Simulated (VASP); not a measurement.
The system is ReSb2.

```
Re Sb
1.0
     3.60338    0.00000    0.00000
    -1.80169    3.12062    0.00000
     0.00000    0.00000    5.81300
Re Sb
1 2
Direct
  0.00000 0.00000 0.00000
  0.33333 0.66667 0.25200
  0.66667 0.33333 0.74800
```

| Property | Result |
| --- | --- |
| Program | VASP 6.6.1 |
| Task | relaxation of cell and atoms |
| Functional | PBE |
| Potentials or basis | VASP PAW PBE potentials, release 64 (Re, Sb) |
| Cutoff | 600 eV |
| k mesh | 12 × 12 × 6 |
| Occupations | gaussian, width 0.05 eV |
| Spin | no spin polarisation |

At the start: pressure 22.7 GPa; volume 21.79 Å³/atom.

Question: Where does the relaxation end?

Answer: Over 67 steps the energy falls by 443.6 meV/atom and the volume is 26.69 Å³/atom (+22.5 %); space group P-3m1 (No. 164, to 0.1 Å) before and after.

Step by step:
```
step  energy change (eV)  largest force (eV/Å)  pressure (GPa)  volume (Å³)
   1              0.0000                3.9555           22.69        65.37
   3             -0.8829                0.4667           -4.04        76.15
   5             -0.8954                0.7872           -1.87        74.72
   7             -1.2547                0.3138           -2.22        69.11
   9             -1.2650                0.0791            0.04        67.80
  11             -1.2656                0.0513            0.09        67.89
  13             -1.2663                0.1088            0.11        68.73
  15             -1.2672                0.0289           -0.08        68.53
  17             -1.2679                0.0031           -0.29        68.75
  19             -1.2715                0.0274            0.69        68.47
  21             -1.2736                0.0433            1.48        68.18
  23             -1.2740                0.0337            1.52        68.19
  25             -1.2750                0.0002            1.63        68.22
  27             -1.2761                0.0647            1.62        68.37
  29             -1.2816                0.3296           -0.15        69.58
  31             -1.2832                0.2863            0.04        69.53
  33             -1.2933                0.2262           -0.33        70.57
  35             -1.3054                0.0243           -1.23        74.82
  37             -1.3126                0.1395           -0.16        75.14
  39             -1.3134                0.2404            0.54        75.31
  41             -1.3262                0.0060           -0.02        76.66
  43             -1.3278                0.0122           -0.10        77.12
  45             -1.3289                0.0499           -0.25        77.58
  47             -1.3290                0.0714           -0.29        77.73
  49             -1.3294                0.0333            0.06        77.66
  51             -1.3295                0.0177            0.09        77.70
  53             -1.3297                0.0184           -0.04        77.94
  55             -1.3297                0.0135           -0.02        77.89
  57             -1.3297                0.0122           -0.01        77.99
  59             -1.3301                0.0071           -0.04        78.43
  61             -1.3302                0.0202           -0.13        80.19
  63             -1.3304                0.0116           -0.08        79.50
  65             -1.3306                0.0190            0.00        79.68
  67             -1.3307                0.0010            0.00        80.06
```

Final structure:
```cif
data_structure
_symmetry_space_group_name_H-M 'P 1'
_symmetry_Int_Tables_number 1
_cell_length_a 3.2824
_cell_length_b 3.2824
_cell_length_c 8.5808
_cell_angle_alpha 90.000
_cell_angle_beta 90.000
_cell_angle_gamma 120.000
_cell_volume 80.06
loop_
_atom_site_label
_atom_site_type_symbol
_atom_site_fract_x
_atom_site_fract_y
_atom_site_fract_z
_atom_site_occupancy
Re1 Re 0.00000 0.00000 0.00000 1
Sb1 Sb 0.33333 0.66667 0.23335 1
Sb2 Sb 0.66667 0.33333 0.76665 1
```

Caveat: the volume moved by over 15 % at a fixed basis, so the end points are rough.
